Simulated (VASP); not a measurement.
## Ir12O: single point with PBE

Ir12O, a slab with vacuum:

```
Ir O
1.0
     5.43058    0.00000    0.00000
     2.71529    4.70302    0.00000
     0.00000    0.00000   15.43405
Ir O
12 1
Cartesian
  1.3576 0.7838 1.0000
  4.0729 0.7838 1.0000
  2.7153 3.1353 1.0000
  5.4306 3.1353 1.0000
  -0.0038 1.5699 3.1641
  2.7192 1.5699 3.1641
  1.3577 3.9192 3.2898
  4.0730 3.9148 3.1641
  -0.0074 -0.0042 5.4435
  2.7231 -0.0043 5.4436
  1.3578 2.3605 5.4437
  4.0731 2.3516 5.3680
  1.3578 0.7840 6.7968
```

```json
{
  "Program": "VASP 6.6.1",
  "Task": "single point",
  "Functional": "PBE",
  "Potentials or basis": "VASP PAW PBE potentials, release 64 (Ir, O)",
  "Cutoff": "520 eV",
  "k mesh": "4 × 4 × 1",
  "Occupations": "gaussian, width 0.05 eV",
  "Spin": "no spin polarisation"
}
```

* Largest force: 0.138 eV/Å
* Band gap on the k mesh: zero (bands 57 and 58 overlap by 1.08 eV)

Forces on the atoms (eV/Å):
```
Ir   0.000  0.000  0.006
Ir   0.000 -0.118 -0.062
Ir  -0.102  0.059 -0.062
Ir   0.102  0.059 -0.062
Ir  -0.019  0.011  0.021
Ir   0.019  0.011  0.022
Ir   0.000  0.000 -0.020
Ir   0.000 -0.022  0.021
Ir  -0.053 -0.031 -0.003
Ir   0.053 -0.030 -0.004
Ir   0.000  0.060 -0.004
Ir   0.000  0.000  0.009
O    0.000  0.000  0.138
```

Levels at points of the mesh, in eV from the Fermi level:
```csv
k point,band 55,band 56,band 57,band 58,band 59,band 60,band 61,band 62
"(0.00, 0.00, 0.00)",0.58,0.58,0.66,0.66,0.75,0.97,1.02,1.02
"(0.50, 0.00, 0.00)",-0.79,-0.73,-0.48,-0.42,-0.30,-0.25,-0.16,0.38
"(0.50, 0.50, 0.00)",-0.79,-0.73,-0.48,-0.42,-0.30,-0.25,-0.16,0.38
"(0.00, 0.50, 0.00)",-0.79,-0.73,-0.48,-0.42,-0.30,-0.25,-0.16,0.38
```

Wall time 28 min on 1 thread of Intel Xeon 8259CL, on a shared host, peak memory 0.58 GiB.

Caveat: there is no dipole correction, which matters where the two faces differ; spin-orbit coupling is left out, which moves the levels of the heavy elements.
